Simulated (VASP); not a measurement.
A run of VASP 6.6.1 is set up as follows.

POSCAR

```
Te
1.0
   -1.8718682178      1.8718682178      1.8718682178
    1.8718682178     -1.8718682178      1.8718682178
    1.8718682178      1.8718682178     -1.8718682178
Te
1
Direct
    0.0000000000      0.0000000000      0.0000000000
```

File INCAR.step1:

```
ALGO = Normal
EDIFF = 1E-4
ENCUT = 520
GGA = PE
ISMEAR = -1
LASPH = T
LCHARG = F
LREAL = F
LWAVE = T
NBANDS = 9
NELM = 80
PREC = Accurate
SIGMA = 0.1
```

File INCAR.step2:

```
ALGO = Normal
EDIFF = 1E-6
ENCUT = 520
ISIF = 2
ISMEAR = -1
ISTART = 1
LASPH = T
LCHARG = F
LMIXTAU = T
LREAL = F
LWAVE = F
METAGGA = R2SCAN
NBANDS = 9
NELM = 80
PREC = Accurate
SIGMA = 0.1
```

KPOINTS

```
k-points
0
Gamma
  13 13 13
```

Potentials or basis: VASP PAW PBE potentials, release 64 (Te).

Command:

```console
$ cat potpaw_PBE.64/Te/POTCAR > POTCAR
$ cp INCAR.step1 INCAR
$ mpirun -np 1 vasp_std > vasp.out
$ cp INCAR.step2 INCAR
$ mpirun -np 1 vasp_std > vasp.out
```

Predict the pressure.

6.0 GPa.

What does it give for the band gap on the k mesh?

Zero (bands 3 and 4 overlap by 7.05 eV).

Caveat: the cell stands under pressure; the PAW data sets were made with another functional, which shifts forces and pressure a little; spin-orbit coupling is left out, which moves the levels of the heavy elements.
